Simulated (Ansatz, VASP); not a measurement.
## One calculation of Sr2Ge2As, two programs

File INCAR:

```
SYSTEM = Sr2Ge2As
PREC = Accurate ; ENCUT = 520
EDIFF = 1E-6 ; ISMEAR = 0
SIGMA = 0.1 ; LREAL = .FALSE.
LASPH = .TRUE. ; NELM = 100
ALGO = Normal ; ISIF = 2
LWAVE = .FALSE. ; LCHARG = .TRUE.
GGA = PE ; LELF = .TRUE.
LVHAR = .TRUE. ; NBANDS = 34
```

File KPOINTS:

```
regular mesh
0
G
  6 6 4
  0 0 0
```

Contents of POSCAR:

```
Sr2Ge2As
1.0
    4.2155311300      0.0000000000      0.0000000000
   -2.1077655600      3.6507570500      0.0000000000
    0.0000000000      0.0000000000      7.3932153800
Sr Ge As
2 2 1
Direct
    0.3333333300      0.6666666700      0.2899999900
    0.6666666700      0.3333333300      0.7100000100
    0.3333333300      0.6666666700      0.6200000000
    0.6666666700      0.3333333300      0.3800000000
    0.0000000000      0.0000000000      0.0000000000
```

Input for Ansatz:

```yaml
crystal:
  lattice:
    - [4.21553113, 0.0, 0.0]
    - [-2.10776556, 3.65075705, 0.0]
    - [0.0, 0.0, 7.39321538]
  atoms:
    - { symbol: Sr, position: [0.33333333, 0.66666667, 0.28999999] }
    - { symbol: Sr, position: [0.66666667, 0.33333333, 0.71000001] }
    - { symbol: Ge, position: [0.33333333, 0.66666667, 0.62] }
    - { symbol: Ge, position: [0.66666667, 0.33333333, 0.38] }
    - { symbol: As, position: [0.0, 0.0, 0.0] }
basis:
  ecutwfc: 420
kpoints:
  mp_grid: { grid: [6, 6, 4] }
hamiltonian:
  xc: pbe
scf:
  occupations: { method: gaussian, width: 0.1 }
  lower_state_search: "off"
output:
  forces: true
  stress: true
  eigenvalues: true
```

Change from the starting cell: species swapped into the Pr2SeO2 type (P-3m1, No. 164).

Alike in both runs: task single point; functional PBE; k mesh 6 × 6 × 4; occupations gaussian, width 0.1 eV; no spin polarisation.

|  | VASP | Ansatz |
| --- | --- | --- |
| version | VASP 6.6.1 | Ansatz 0.2.0 |
| potentials or method | VASP PAW PBE potentials, release 64 (Sr_sv, Ge_d, As), cutoff 520 eV | scalar-relativistic, plane waves, PAW |
| valence electrons in the cell | 53 | 63 |

```csv
,VASP,Ansatz,Ansatz less VASP
gap on the k mesh at the Fermi level (eV),none,none,-
rms of the force components (eV/Å),2.962,2.927,-0.0345
```

Atom by atom the forces differ by 0.040 eV/Å (rms over components). A gap of «none» marks a metal or a gap that the smearing closes. With one functional, cell and mesh, what is left measures potentials, basis and numerics. VASP's potentials hold 53 valence electrons a cell and Ansatz's 63, so a difference there can come from the potentials and not from the codes.
